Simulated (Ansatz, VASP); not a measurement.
## Ru2C in VASP and in Ansatz

```
Ru C
1.0
     1.45236    0.83852    4.64917
    -1.45236    0.83852    4.64917
     0.00000   -1.67704    4.64917
Ru C
2 1
Direct
  0.24480 0.24480 0.24480
  0.75520 0.75520 0.75520
  0.00000 0.00000 0.00000
```

Change from the starting cell: the structure that the rattled cell fell into.

Alike in both runs: task single point; functional PBE; k mesh 6 × 6 × 6; occupations gaussian, width 0.1 eV; no spin polarisation.

|  | VASP | Ansatz |
| --- | --- | --- |
| version | VASP 6.6.1 | Ansatz 0.2.0 |
| potentials or method | VASP PAW PBE potentials, release 64 (Ru_pv, C), cutoff 520 eV | scalar-relativistic, plane waves, PAW |
| valence electrons in the cell | 32 | 36 |

Ansatz gave:

- gap on the k mesh at the Fermi level (eV): none
- pressure (GPa): 0.5
- traceless stress, the component that is largest in VASP (GPa): 0.62
- rms of the force components (eV/Å): 0.054

Question: What did VASP give for the same quantities?

Answer: gap on the k mesh at the Fermi level (eV): none; pressure (GPa): 0.6; traceless stress, the component that is largest in VASP (GPa): 0.59; rms of the force components (eV/Å): 0.067.

Atom by atom the forces differ by 0.014 eV/Å (rms over components). A gap of «none» marks a metal or a gap that the smearing closes. VASP's potentials hold 32 valence electrons a cell and Ansatz's 36, so a difference there can come from the potentials and not from the codes.

The k mesh is coarse, so the values compare programs but aren't converged.
